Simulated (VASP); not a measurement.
# NaH8BrO4 in VASP: single point with PBEsol

Aim: the single point of NaH8BrO4 with PBEsol.

Program: VASP 6.6.1. These are calculated values, not measurements. Logs are shortened: lines on timing, memory, paths and dates and some standing lists are left out, and cuts for length are marked.

## 1. The cell of the first run

The cell holds a disordered packing, 14 atoms: a = 5.974 Å, b = 5.974 Å, c = 5.974 Å, α = 90.00°, β = 90.00°, γ = 90.00°.

## 2. Single point, PBEsol

The input, INCAR:

```
  PREC = Accurate
  ENCUT = 840
  EDIFF = 1E-6
  ISMEAR = -1
  SIGMA = 0.05
  LREAL = F
  LASPH = T
  NELM = 120
  ALGO = Normal
  ISIF = 2
  LWAVE = F
  LCHARG = F
  GGA = PS
  NBANDS = 37
  GGA_COMPAT = F
```

The input, KPOINTS:

```
regular mesh
0
Gamma
  1 1 1
```

The input, POSCAR:

```
NaH8BrO4
1.0
    5.9739610000      0.0000000000      0.0000000000
    0.0000000000      5.9739610000      0.0000000000
    0.0000000000      0.0000000000      5.9739610000
O H Na Br
4 8 1 1
Direct
   -0.1068805103      0.8208958847      0.8402632692
    0.2275374747      0.8596641324      0.4674955193
    0.8216156751      0.3930725360      0.3481776999
    0.5379345463      0.0898231508      0.7680498751
   -0.0943092866      0.7627267737      0.6884544442
    0.0132407962      0.7574538903      0.9235915668
    0.2273366030      0.7552443011      0.3626404658
    0.1479755224      0.7822950300      0.5961203965
    0.9875190012      0.3970564923      0.2793623862
    0.7280763969      0.2840828723      0.2482272650
    0.5758993070     -0.0560766969      0.8285457505
    0.3938592836      0.0579012819      0.7005904458
    0.8770227994      0.1417819768      0.6381862888
    0.2321910036      0.5124740520     -0.0506698989
```

Potentials or basis: VASP PAW PBE potentials, release 64 (O, H, Na_sv, Br).

Command:

```console
$ cat potpaw_PBE.64/O/POTCAR potpaw_PBE.64/H/POTCAR potpaw_PBE.64/Na_sv/POTCAR potpaw_PBE.64/Br/POTCAR > POTCAR
$ mpirun -np 1 vasp_gam > vasp.out
```

OUTCAR:

```text
PREC = Accurate
   ENCUT = 840
   EDIFF = 1E-6
   ISMEAR = -1
   LREAL = F
   LASPH = T
   NELM = 120
   ISIF = 2
   GGA = PS

 ion  position               nearest neighbor table
   1  0.893  0.821  0.840-   6 0.95   5 0.97
   2  0.228  0.860  0.467-   7 0.88   8 1.01
   3  0.822  0.393  0.348-  10 1.05   9 1.07
   4  0.538  0.090  0.768-  12 0.97  11 0.97
   5  0.906  0.763  0.688-   1 0.97
   6  0.013  0.757  0.924-   1 0.95
   7  0.227  0.755  0.363-   2 0.88
   8  0.148  0.782  0.596-   2 1.01
   9  0.988  0.397  0.279-   3 1.07
  10  0.728  0.284  0.248-   3 1.05
  11  0.576  0.944  0.829-   4 0.97
  12  0.394  0.058  0.701-   4 0.97
  13  0.877  0.142  0.638-
  14  0.232  0.512  0.949-

  LATTYP: Found a simple cubic cell.
 ALAT       =     5.9739610000

  Lattice vectors:

 A1 = (   5.9739610000,   0.0000000000,   0.0000000000)
 A2 = (   0.0000000000,   5.9739610000,   0.0000000000)
 A3 = (   0.0000000000,   0.0000000000,   5.9739610000)

Analysis of symmetry for initial positions (statically):
=====================================================================
 Subroutine PRICEL returns:
 Original cell was already a primitive cell.

 Routine SETGRP: Setting up the symmetry group for a
 simple cubic supercell.

 Subroutine GETGRP returns: Found  1 space group operations
 (whereof  1 operations were pure point group operations)
 out of a pool of 48 trial point group operations.

The static configuration has the point symmetry C_1 .

Analysis of symmetry for dynamics (positions and initial velocities):
=====================================================================
 Subroutine PRICEL returns:
 Original cell was already a primitive cell.

 Routine SETGRP: Setting up the symmetry group for a
 simple cubic supercell.

 Subroutine GETGRP returns: Found  1 space group operations
 (whereof  1 operations were pure point group operations)
 out of a pool of 48 trial point group operations.

The dynamic configuration has the point symmetry C_1 .

 Subroutine INISYM returns: Found  1 space group operations
 (whereof  1 operations are pure point group operations),
 and found     1 'primitive' translations

----------------------------------------------------------------------------------------

                                     Primitive cell

  volume of cell :     213.2000

  direct lattice vectors                    reciprocal lattice vectors
     5.973961000  0.000000000  0.000000000     0.167393125  0.000000000  0.000000000
     0.000000000  5.973961000  0.000000000     0.000000000  0.167393125  0.000000000
     0.000000000  0.000000000  5.973961000     0.000000000  0.000000000  0.167393125

  length of vectors
     5.973961000  5.973961000  5.973961000     0.167393125  0.167393125  0.167393125

  position of ions in fractional coordinates (direct lattice)
     0.893119490  0.820895885  0.840263269
     0.227537475  0.859664132  0.467495519
     0.821615675  0.393072536  0.348177700
     0.537934546  0.089823151  0.768049875
     0.905690713  0.762726774  0.688454444
     0.013240796  0.757453890  0.923591567
     0.227336603  0.755244301  0.362640466
     0.147975522  0.782295030  0.596120396
     0.987519001  0.397056492  0.279362386
     0.728076397  0.284082872  0.248227265
     0.575899307  0.943923303  0.828545750
     0.393859284  0.057901282  0.700590446
     0.877022799  0.141781977  0.638186289
     0.232191004  0.512474052  0.949330101

  ion indices of the primitive-cell ions
   primitive index   ion index
                 1           1
                 2           2
                 3           3
                 4           4
                 5           5
                 6           6
                 7           7
                 8           8
                 9           9
                10          10
                11          11
                12          12
                13          13
                14          14

----------------------------------------------------------------------------------------

 KPOINTS: regular mesh

Automatic generation of k-mesh.
 Grid dimensions read from file:
 generate k-points for:    1    1    1

 Generating k-lattice:

  Cartesian coordinates                     Fractional coordinates (reciprocal lattice)
     0.167393125  0.000000000  0.000000000     1.000000000  0.000000000  0.000000000
     0.000000000  0.167393125  0.000000000     0.000000000  1.000000000  0.000000000
     0.000000000  0.000000000  0.167393125     0.000000000  0.000000000  1.000000000

  Length of vectors
     0.167393125  0.167393125  0.167393125

  Shift w.r.t. Gamma in fractional coordinates (k-lattice)
     0.000000000  0.000000000  0.000000000

 Subroutine IBZKPT returns following result:
 ===========================================

 Found      1 irreducible k-points:

 Following reciprocal coordinates:
            Coordinates               Weight
  0.000000  0.000000  0.000000      1.000000
   k-points           NKPTS =      1   k-points in BZ     NKDIM =      1   number of bands    NBANDS=     37
   number of dos      NEDOS =    301   number of ions     NIONS =     14
   total plane-waves  NPLWV = 175616
   dimension x,y,z NGX =    56 NGY =   56 NGZ =   56
   dimension x,y,z NGXF=   112 NGYF=  112 NGZF=  112
   ions per type =               4   8   1   1
   NGX,Y,Z   is equivalent  to a cutoff of  15.58, 15.58, 15.58 a.u.
   NGXF,Y,Z  is equivalent  to a cutoff of  31.17, 31.17, 31.17 a.u.
 SYSTEM =  unknown system
   PREC   = accura    normal or accurate (medium, high low for compatibility)
   ISTART =      0    job   : 0-new  1-cont  2-samecut
   ICHARG =      2    charge: 1-file 2-atom 10-const
   ISPIN  =      1    spin polarized calculation?
   LNONCOLLINEAR =      F non collinear calculations
   LSORBIT =      F    spin-orbit coupling
   LASPH  =      T    aspherical Exc in radial PAW
   ENCUT  =  840.0 eV  61.74 Ry    7.86 a.u.  14.12 14.12 14.12*2*pi/ulx,y,z
   NELM   =    120;   NELMIN=  2; NELMDL= -5     # of ELM steps
   EDIFF  = 0.1E-05   stopping-criterion for ELM
   LREAL  =      F    real-space projection
   EDIFFG = 0.1E-04   stopping-criterion for IOM
   NSW    =      0    number of steps for IOM
   IBRION =     -1    ionic relax: 0-MD 1-quasi-New 2-CG
   NFREE  =      0    steps in history (QN), initial steepest desc. (CG)
   ISIF   =      2    stress and relaxation
   ISYM   =      2    0-nonsym 1-usesym 2-fastsym
   POTIM  = 0.5000    time-step for ionic-motion
   TEBEG  =    0.0;   TEEND  =   0.0 temperature during run
   PSTRESS=    0.0 pullay stress
   NELECT =      48.0000    total number of electrons
   NUPDOWN=      -1.0000    fix difference up-down
   EMIN   =  10.00;   EMAX   =-10.00  energy-range for DOS
   EFERMI =   0.00;   METHOD = LEGACY
   ISMEAR =    -1;   SIGMA  =   0.05  broadening in eV -4-tet -1-fermi 0-gaus
   EFERMI_NEDOS =   21; number of points for ismear=-14 and -15
   IALGO  =     38    algorithm
   IMIX   =      4    mixing-type and parameters
     AMIX     =   0.40;   BMIX     =  1.00
     AMIX_MAG =   1.60;   BMIX_MAG =  1.00
  volume/ion in A,a.u.               =      15.23       102.77
  Fermi-wavevector in a.u.,A,eV,Ry     =   0.995924  1.882023 13.495137  0.991865
  Thomas-Fermi vector in A             =   2.127977
   LORBIT       =      0    0 simple, 1 ext, 2 COOP (PROOUT), +10 PAW based schemes
   GGA     = PS    functional components
   LHFCALC =     F    Hartree Fock is set to
   AEXX    =    0.0000 exact exchange contribution
   IVDW    =     0    specifies the selected vdW correction
   LEPSILON=     F    determine dielectric tensor
   LRPA    =     F    only Hartree local field effects (RPA)
 non-spin polarized calculation
  energy-cutoff  :      840.00
  volume of cell :      213.20
 maximum number of plane-waves:      5877
   NGX = 29   NGY = 29   NGZ = 29

 number of electron      48.0000005 magnetization

 Free energy of the ion-electron system (eV)
  ---------------------------------------------------
  ext. energy  EPLUGINS =         0.00000000
  ---------------------------------------------------
  free energy    TOTEN  =       -63.02058074 eV

  energy without entropy =      -63.02058074  energy(sigma->0) =      -63.02058074

 E-fermi :  -1.1958     XC(G=0):  -6.2838

 val. band max:       -2.4834515828   @ k =   0.0000   0.0000   0.0000
 cond. band min:       0.5491195877   @ k =   0.0000   0.0000   0.0000
 fundamental gap:      3.0325711705
 Fermi energy:        -1.1958395510

 k-point     1 :       0.0000    0.0000    0.0000
  band No.  band energies     occupation
      1     -52.4777      2.00000
      2     -24.6419      2.00000
      3     -24.6007      2.00000
      4     -24.5845      2.00000
      5     -23.0783      2.00000
      6     -22.6446      2.00000
[... 28 lines left out ...]
     35       7.4547      0.00000
     36       7.9055      0.00000
 [bands above 36 left out]

------------------------ aborting loop because EDIFF is reached ----------------------------------------

  FORCE on cell =-STRESS in cart. coord.  units (eV):
  Direction    XX          YY          ZZ          XY          YZ          ZX
  --------------------------------------------------------------------------------------
  -------------------------------------------------------------------------------------
  Total        0.8374163      4.6824317      1.8743562     -4.8663755      0.5307790      1.6288925
  in kB        6.2931029     35.1880241     14.0856065    -36.5703441      3.9887534     12.2409704
  external PRESSURE =      18.5222445 kB  Pullay stress =       0.0000000 kB

 VOLUME and BASIS-vectors are now :
 -----------------------------------------------------------------------------
  energy-cutoff  :      840.00
  volume of cell :      213.20
      direct lattice vectors                 reciprocal lattice vectors
     5.973961000  0.000000000  0.000000000     0.167393125  0.000000000  0.000000000
     0.000000000  5.973961000  0.000000000     0.000000000  0.167393125  0.000000000
     0.000000000  0.000000000  5.973961000     0.000000000  0.000000000  0.167393125

 POSITION                                       TOTAL-FORCE (eV/Angst)
 -----------------------------------------------------------------------------------
      5.33546      4.90400      5.01970        -2.488730      2.191975     -1.544663
      1.35930      5.13560      2.79280        -1.375655      3.899552      5.777284
      4.90830      2.34820      2.08000         1.325347     -1.737143     -1.793169
      3.21360      0.53660      4.58830        -0.126987     -0.017451      0.051530
      5.41056      4.55650      4.11280        -0.368599     -0.791515      0.289270
      0.07910      4.52500      5.51750         1.694093     -1.369390      1.091952
      1.35810      4.51180      2.16640         0.317007     -4.394538     -5.085849
      0.88400      4.67340      3.56120         1.399264      0.470690     -0.713840
      5.89940      2.37200      1.66890        -2.691125     -0.042042      0.182417
      4.34950      1.69710      1.48290         1.567737      1.902301      1.098651
      3.44040      5.63896      4.94970         0.326744     -0.490076      0.423957
      2.35290      0.34590      4.18530        -0.257520      0.217850     -0.430198
      5.23930      0.84700      3.81250         0.245693      0.754398      0.064466
      1.38710      3.06150      5.67126         0.432732     -0.594611      0.588190
 -----------------------------------------------------------------------------------
    total drift:                                0.000201     -0.000077      0.000414

  FREE ENERGIE OF THE ION-ELECTRON SYSTEM (eV)
  ---------------------------------------------------
  free  energy   TOTEN  =       -63.0205807415 eV

  energy  without entropy=      -63.0205807415  energy(sigma->0) =      -63.02058074
```

It took 32 s on 1 thread of AMD EPYC 7R43 (Zen 3), shared host; peak memory 0.38 GiB.

What came out:

* Free energy: -63.0206 eV
* Pressure: 1.9 GPa
* Largest force: 7.105 eV/Å

Forces in eV/Å, atoms in the order of the input:
```
O   -2.489  2.192 -1.545
O   -1.376  3.900  5.777
O    1.325 -1.737 -1.793
O   -0.127 -0.017  0.052
H   -0.369 -0.792  0.289
H    1.694 -1.369  1.092
H    0.317 -4.395 -5.086
H    1.399  0.471 -0.714
H   -2.691 -0.042  0.182
H    1.568  1.902  1.099
H    0.327 -0.490  0.424
H   -0.258  0.218 -0.430
Na   0.246  0.754  0.064
Br   0.433 -0.595  0.588
```

Caveat: the k points lie up to 1.05 Å⁻¹ apart, too coarse for converged energies, forces and pressures; the atoms stand as in a frame of molecular dynamics; the PAW data sets were made with another functional, which shifts forces and pressure a little.
